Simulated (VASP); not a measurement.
# Cl (P6/mmm) in VASP: single point with PBE

Aim: the single point of Cl with PBE.

All numbers are computed with VASP 6.6.1; they aren't measurements. Logs are shortened: lines on timing, memory, paths and dates and some standing lists are left out, and cuts for length are marked.

## (1) The cell of the first run

The structure is hexagonal, space group P6/mmm (No. 191). The conventional cell has a = 4.773 Å, b = 4.773 Å, c = 2.149 Å, α = 90.00°, β = 90.00°, γ = 120.00°. Within 2.8 Å of Cl (site symmetry 6/mmm) lie 2 Cl at 2.15 Å. Cl (site symmetry -6m2) has 5 Cl at 2.15 to 2.76 Å within 2.8 Å.

## (2) Single point, PBE (14.13 Å³/atom)

The input, INCAR:

```
  ALGO = Fast
  EDIFF = 1E-7
  ENCUT = 520
  GGA = PE
  ISIF = 2
  ISMEAR = -1
  LASPH = T
  LCHARG = F
  LREAL = F
  LWAVE = F
  NBANDS = 18
  NELM = 100
  PREC = Accurate
  SIGMA = 0.05
```

The input, KPOINTS:

```
k-points
0
Gamma
  8 8 11
```

The input, POSCAR:

```
Cl
1.0
    4.7732515437      0.0000000000      0.0000000000
   -2.3866257719      4.1337570955      0.0000000000
    0.0000000000      0.0000000000      2.1488391769
Cl
3
Direct
    0.0000000000      0.0000000000      0.0000000000
    0.3333333333      0.6666666667      0.5000000000
    0.6666666667      0.3333333333      0.5000000000
```

Potentials or basis: VASP PAW PBE potentials, release 64 (Cl).

Run with:

```sh
$ cat potpaw_PBE.64/Cl/POTCAR > POTCAR
$ mpirun -np 1 vasp_std > vasp.out
```

OUTCAR:

```text
EDIFF = 1E-7
   ENCUT = 520
   GGA = PE
   ISIF = 2
   ISMEAR = -1
   LASPH = T
   LREAL = F
   NELM = 100
   PREC = Accurate

 ion  position               nearest neighbor table
   1  0.000  0.000  0.000-
   2  0.333  0.667  0.500-
   3  0.667  0.333  0.500-

  LATTYP: Found a hexagonal cell.
 ALAT       =     4.7732515437
 C/A-ratio  =     0.4501835190

  Lattice vectors:

 A1 = (   4.7732515437,   0.0000000000,   0.0000000000)
 A2 = (  -2.3866257719,   4.1337570955,   0.0000000000)
 A3 = (   0.0000000000,   0.0000000000,   2.1488391769)

Analysis of symmetry for initial positions (statically):
=====================================================================
 Subroutine PRICEL returns:
 Original cell was already a primitive cell.

 Routine SETGRP: Setting up the symmetry group for a
 hexagonal supercell.

 Subroutine GETGRP returns: Found 24 space group operations
 (whereof 24 operations were pure point group operations)
 out of a pool of 24 trial point group operations.

The static configuration has the point symmetry D_6h.

Analysis of symmetry for dynamics (positions and initial velocities):
=====================================================================
 Subroutine PRICEL returns:
 Original cell was already a primitive cell.

 Routine SETGRP: Setting up the symmetry group for a
 hexagonal supercell.

 Subroutine GETGRP returns: Found 24 space group operations
 (whereof 24 operations were pure point group operations)
 out of a pool of 24 trial point group operations.

The dynamic configuration has the point symmetry D_6h.

 Subroutine INISYM returns: Found 24 space group operations
 (whereof 24 operations are pure point group operations),
 and found     1 'primitive' translations

----------------------------------------------------------------------------------------

                                     Primitive cell

  volume of cell :      42.3997

  direct lattice vectors                    reciprocal lattice vectors
     4.773251544  0.000000000  0.000000000     0.209500796  0.120955341  0.000000000
    -2.386625772  4.133757096  0.000000000     0.000000000  0.241910682  0.000000000
     0.000000000  0.000000000  2.148839177     0.000000000  0.000000000  0.465367539

  length of vectors
     4.773251544  4.773251544  2.148839177     0.241910682  0.241910682  0.465367539

  position of ions in fractional coordinates (direct lattice)
     0.000000000  0.000000000  0.000000000
     0.333333333  0.666666667  0.500000000
     0.666666667  0.333333333  0.500000000

  ion indices of the primitive-cell ions
   primitive index   ion index
                 1           1
                 2           2
                 3           3

----------------------------------------------------------------------------------------

 KPOINTS: k-points

Automatic generation of k-mesh.
 Grid dimensions read from file:
 generate k-points for:    8    8   11

 Generating k-lattice:

  Cartesian coordinates                     Fractional coordinates (reciprocal lattice)
     0.026187600  0.015119418  0.000000000     0.125000000  0.000000000  0.000000000
     0.000000000  0.030238835  0.000000000     0.000000000  0.125000000  0.000000000
     0.000000000  0.000000000  0.042306140     0.000000000  0.000000000  0.090909091

  Length of vectors
     0.030238835  0.030238835  0.042306140

  Shift w.r.t. Gamma in fractional coordinates (k-lattice)
     0.000000000  0.000000000  0.000000000

 Subroutine IBZKPT returns following result:
 ===========================================

 Found     60 irreducible k-points:

 Following reciprocal coordinates:
            Coordinates               Weight
  0.000000  0.000000  0.000000      1.000000
  0.125000  0.000000  0.000000      6.000000
  0.250000  0.000000  0.000000      6.000000
  0.375000  0.000000  0.000000      6.000000
  0.500000  0.000000  0.000000      3.000000
  0.125000  0.125000  0.000000      6.000000
[... 16 lines left out ...]
  0.250000  0.000000  0.181818     12.000000
  0.375000  0.000000  0.181818     12.000000
 [... further k-points ...]
   k-points           NKPTS =     60   k-points in BZ     NKDIM =     60   number of bands    NBANDS=     18
   number of dos      NEDOS =    301   number of ions     NIONS =      3
   total plane-waves  NPLWV =  20736
   dimension x,y,z NGX =    36 NGY =   36 NGZ =   16
   dimension x,y,z NGXF=    72 NGYF=   72 NGZF=   32
   ions per type =               3
   NGX,Y,Z   is equivalent  to a cutoff of  12.54, 12.54, 12.38 a.u.
   NGXF,Y,Z  is equivalent  to a cutoff of  25.08, 25.08, 24.76 a.u.
 SYSTEM =  unknown system
   PREC   = accura    normal or accurate (medium, high low for compatibility)
   ISTART =      0    job   : 0-new  1-cont  2-samecut
   ICHARG =      2    charge: 1-file 2-atom 10-const
   ISPIN  =      1    spin polarized calculation?
   LNONCOLLINEAR =      F non collinear calculations
   LSORBIT =      F    spin-orbit coupling
   LASPH  =      T    aspherical Exc in radial PAW
   ENCUT  =  520.0 eV  38.22 Ry    6.18 a.u.   8.88  8.88  4.00*2*pi/ulx,y,z
   NELM   =    100;   NELMIN=  2; NELMDL= -5     # of ELM steps
   EDIFF  = 0.1E-06   stopping-criterion for ELM
   LREAL  =      F    real-space projection
   EDIFFG = 0.1E-05   stopping-criterion for IOM
   NSW    =      0    number of steps for IOM
   IBRION =     -1    ionic relax: 0-MD 1-quasi-New 2-CG
   NFREE  =      0    steps in history (QN), initial steepest desc. (CG)
   ISIF   =      2    stress and relaxation
   ISYM   =      2    0-nonsym 1-usesym 2-fastsym
   POTIM  = 0.5000    time-step for ionic-motion
   TEBEG  =    0.0;   TEEND  =   0.0 temperature during run
   PSTRESS=    0.0 pullay stress
   NELECT =      21.0000    total number of electrons
   NUPDOWN=      -1.0000    fix difference up-down
   EMIN   =  10.00;   EMAX   =-10.00  energy-range for DOS
   EFERMI =   0.00;   METHOD = LEGACY
   ISMEAR =    -1;   SIGMA  =   0.05  broadening in eV -4-tet -1-fermi 0-gaus
   EFERMI_NEDOS =   21; number of points for ismear=-14 and -15
   IALGO  =     68    algorithm
   IMIX   =      4    mixing-type and parameters
     AMIX     =   0.40;   BMIX     =  1.00
     AMIX_MAG =   1.60;   BMIX_MAG =  1.00
  volume/ion in A,a.u.               =      14.13        95.38
  Fermi-wavevector in a.u.,A,eV,Ry     =   1.295270  2.447705 22.826815  1.677724
  Thomas-Fermi vector in A             =   2.426800
   LORBIT       =      0    0 simple, 1 ext, 2 COOP (PROOUT), +10 PAW based schemes
   GGA     = PE    functional components
   LHFCALC =     F    Hartree Fock is set to
   AEXX    =    0.0000 exact exchange contribution
   IVDW    =     0    specifies the selected vdW correction
   LEPSILON=     F    determine dielectric tensor
   LRPA    =     F    only Hartree local field effects (RPA)
 non-spin polarized calculation
 RMM-DIIS sequential band-by-band and
  energy-cutoff  :      520.00
  volume of cell :       42.40
 maximum number of plane-waves:      1166
 NGX is ok and might be reduce to    36
   NGX = 17   NGY = 17   NGZ =  7

 number of electron      20.9999997 magnetization

 Free energy of the ion-electron system (eV)
  ---------------------------------------------------
  ext. energy  EPLUGINS =         0.00000000
  ---------------------------------------------------
  free energy    TOTEN  =        -1.99900578 eV

  energy without entropy =       -1.98382871  energy(sigma->0) =       -1.99141725

 E-fermi :   7.6833     XC(G=0): -11.4970

 val. band max:        7.6671932882   @ k =   0.5000   0.0000   0.1818
 cond. band min:       7.6869130920   @ k =   0.1250   0.0000   0.2727
 fundamental gap:      0.0197198038
 Fermi energy:         7.6833018023

 k-point     1 :       0.0000    0.0000    0.0000
  band No.  band energies     occupation
      1     -12.2517      2.00000
      2      -9.7284      2.00000
      3      -9.5402      2.00000
      4       0.7910      2.00000
      5       0.7910      2.00000
      6       1.0416      2.00000
[... 10 lines left out ...]
     17      21.3864      0.00000
     18      21.4169      0.00000

 k-point     2 :       0.1250    0.0000    0.0000
  band No.  band energies     occupation
      1     -12.1669      2.00000
      2      -9.8103      2.00000
      3      -9.6170      2.00000
      4       0.2086      2.00000
      5       0.3939      2.00000
      6       1.7823      2.00000
[... 10 lines left out ...]
     17      20.2174      0.00000
     18      20.3297      0.00000

 k-point     3 :       0.2500    0.0000    0.0000
  band No.  band energies     occupation
      1     -11.9193      2.00000
      2     -10.0682      2.00000
      3      -9.7874      2.00000
      4      -0.2999      2.00000
      5       0.4661      2.00000
      6       2.7498      2.00000
[... 10 lines left out ...]
     17      19.8986      0.00000
     18      21.3520      0.00000

 k-point     4 :       0.3750    0.0000    0.0000
  band No.  band energies     occupation
      1     -11.5325      2.00000
      2     -10.5058      2.00000
      3      -9.9189      2.00000
      4      -0.6119      2.00000
      5       1.0811      2.00000
      6       3.4721      2.00000
[... 375 lines left out ...]
      4       1.0767      2.00000
      5       1.2568      2.00000
      6       2.6197      2.00000
[... 10 lines left out ...]
     17      21.0059      0.00000
     18      22.0560      0.00000

 k-point    23 :       0.2500    0.0000    0.1818
  band No.  band energies     occupation
      1     -10.9732      2.00000
      2      -9.1422      2.00000
      3      -8.8690      2.00000
      4       0.5807      2.00000
      5       1.3258      2.00000
      6       3.5525      2.00000
[... 10 lines left out ...]
     17      21.6258      0.00000
     18      22.1641      0.00000

 k-point    24 :       0.3750    0.0000    0.1818
  band No.  band energies     occupation
      1     -10.5908      2.00000
      2      -9.5746      2.00000
      3      -8.9968      2.00000
      4       0.2751      2.00000
      5       1.9217      2.00000
      6       4.2360      2.00000
[... 10 lines left out ...]
     17      21.1166      0.00000
     18      22.4690      0.00000

 [... further k-points ...]

------------------------ aborting loop because EDIFF is reached ----------------------------------------

  FORCE on cell =-STRESS in cart. coord.  units (eV):
  Direction    XX          YY          ZZ          XY          YZ          ZX
  --------------------------------------------------------------------------------------
  -------------------------------------------------------------------------------------
  Total       11.6097288     11.6097288     11.5603484     -0.0000000     -0.0000000     -0.0000000
  in kB      438.7018527    438.7018527    436.8358952     -0.0000000     -0.0000000     -0.0000000
  external PRESSURE =     438.0798669 kB  Pullay stress =       0.0000000 kB

 VOLUME and BASIS-vectors are now :
 -----------------------------------------------------------------------------
  energy-cutoff  :      520.00
  volume of cell :       42.40
      direct lattice vectors                 reciprocal lattice vectors
     4.773251544  0.000000000  0.000000000     0.209500796  0.120955341  0.000000000
    -2.386625772  4.133757096  0.000000000     0.000000000  0.241910682  0.000000000
     0.000000000  0.000000000  2.148839177     0.000000000  0.000000000  0.465367539

 POSITION                                       TOTAL-FORCE (eV/Angst)
 -----------------------------------------------------------------------------------
      0.00000      0.00000      0.00000         0.000000      0.000000      0.000000
     -0.00000      2.75584      1.07442        -0.000000      0.000000      0.000000
      2.38663      1.37792      1.07442         0.000000     -0.000000      0.000000
 -----------------------------------------------------------------------------------
    total drift:                                0.000000     -0.000000     -0.000000

  FREE ENERGIE OF THE ION-ELECTRON SYSTEM (eV)
  ---------------------------------------------------
  free  energy   TOTEN  =        -1.9990057824 eV

  energy  without entropy=       -1.9838287097  energy(sigma->0) =       -1.99141725
```

It took 18 s on 1 thread of Intel Xeon 6975P-C (Granite Rapids), shared host; peak memory 0.15 GiB.

What came out:

- Free energy: -1.9990 eV
- Pressure: 43.8 GPa
- Band gap on the k mesh: zero (an odd number of electrons rules out a gap without spin polarisation)

Caveat: the cell stands under pressure; an odd number of electrons without spin polarisation forces a metal; a magnetic or distorted state may lie lower.
